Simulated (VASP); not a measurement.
Input of a VASP 6.6.1 run:

POSCAR

```
Ag
1.0
    0.0000000000      2.8100000000      2.8100000000
    2.8100000000      0.0000000000      2.8100000000
    2.8100000000      2.8100000000      0.0000000000
Ag
2
Direct
    1.0000000000      1.0000000000      1.0000000000
    0.2500000000      0.2500000000      0.2500000000
```

The input INCAR.step1:

```
SYSTEM = Ag
PREC = Accurate
ENCUT = 550
ISMEAR = -1
SIGMA = 0.05
LREAL = .FALSE.
LASPH = .TRUE.
NELM = 120
GGA = PE
ALGO = Normal
EDIFF = 1E-5
LWAVE = .TRUE.
LCHARG = .FALSE.
GGA_COMPAT = .FALSE.
IBRION = 2
ISIF = 3
EDIFFG = -0.005
NELMIN = 4
NSW = 100
```

INCAR.step2

```
SYSTEM = Ag
PREC = Accurate
ENCUT = 550
EDIFF = 1E-7
ISMEAR = -1
SIGMA = 0.05
LREAL = .FALSE.
LASPH = .TRUE.
NELM = 120
ALGO = Normal
ISIF = 3
LWAVE = .FALSE.
LCHARG = .FALSE.
METAGGA = R2SCAN
LMIXTAU = .TRUE.
IBRION = 2
NSW = 80
EDIFFG = -0.01
ISTART = 1
GGA_COMPAT = .FALSE.
NELMIN = 4
```

Contents of KPOINTS:

```
regular mesh
0
G
  8 8 8
  0 0 0
```

Potentials or basis: VASP PAW PBE potentials, release 64 (Ag).

Launch:

```console
$ cat potpaw_PBE.64/Ag/POTCAR > POTCAR
$ cp INCAR.step1 INCAR
$ mpirun -np 1 vasp_std > vasp.out
$ cp INCAR.step2 INCAR
$ mpirun -np 1 vasp_std > vasp.out
```

(1) What does it give for the relaxed cell?

(2) Estimate the space group after relaxing (to 0.1 Å).

Answers

(1) a = 4.314 Å, b = 4.314 Å, c = 4.314 Å, α = 60.00°, β = 60.00°, γ = 60.00°.

(2) Fd-3m (No. 227).
